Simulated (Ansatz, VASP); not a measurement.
# Two plane-wave programs on Ti

Contents of INCAR:

```
SYSTEM = Ti
PREC = Accurate
ENCUT = 600
EDIFF = 1E-7
ISMEAR = -1
SIGMA = 0.05
LREAL = .FALSE.
LASPH = .TRUE.
NELM = 150
ALGO = Normal
ISIF = 3
LWAVE = .FALSE.
LCHARG = .FALSE.
ISPIN = 2
MAGMOM = 1 1
LORBIT = 11
LMAXMIX = 4
GGA = PE
IBRION = 2
NSW = 80
EDIFFG = -0.01
```

Contents of KPOINTS:

```
Automatic mesh
0
G
  10 10 10
  0 0 0
```

POSCAR

```
Ti
1.0
    0.0000000000      2.8780170575      2.8780170575
    2.8780170575      0.0000000000      2.8780170575
    2.8780170575      2.8780170575      0.0000000000
Ti
2
Direct
    0.1250000000      0.1250000000      0.1250000000
    0.8750000000      0.8750000000      0.8750000000
```

Input for Ansatz:

```yaml
crystal:
  lattice:
    - [0.0, 2.8780170575, 2.8780170575]
    - [2.8780170575, 0.0, 2.8780170575]
    - [2.8780170575, 2.8780170575, 0.0]
  atoms:
    - { symbol: Ti, position: [0.125, 0.125, 0.125], spin: 1.0 }
    - { symbol: Ti, position: [0.875, 0.875, 0.875], spin: 1.0 }
hamiltonian:
  xc: pbe
  pseudopotentials:
    kind: paw
    azcp:
      Ti: "pseudopotentials/Ti.paw.azcp"
basis:
  ecutwfc: 420
  fft_grid_basis: typed
kpoints:
  mp_grid: { grid: [10, 10, 10], shift: [0, 0, 0] }
magnetization:
  spin_polarized: true
scf:
  occupations: { method: fermi_dirac, width: 0.05 }
relax:
  max_steps: 60
  f_tol: 0.01
  cell: {}
```

Alike in both runs: task relaxation of cell and atoms; functional PBE; k mesh 10 × 10 × 10; occupations fermi-dirac, width 0.05 eV; collinear spin.

|  | VASP | Ansatz |
| --- | --- | --- |
| version | VASP 6.6.1 | Ansatz 0.2.0 |
| potentials or method | VASP PAW PBE potentials, release 64 (Ti_sv), cutoff 600 eV | plane waves (420 eV) with PAW, scalar-relativistic |
| valence electrons in the cell | 24 | 24 |

|  | VASP | Ansatz | Ansatz less VASP |
| --- | --- | --- | --- |
| net moment per atom (μB) | 2.29 | 2.28 | -0.003 |
| size of the moment on the site where the two differ most (μB) | 1.76 | 1.65 | -0.112 |
| relaxed volume (Å³/atom) | 27.43 | 27.42 | -0.009 |
| relaxed cell length with the largest relative difference (Å) | 4.265 | 4.265 | -0.0005 |

Site moments also hang on the region over which each program counts them.

Noted on VASP's run: the volume moved by over 15 % at a fixed basis, so the end points are rough.
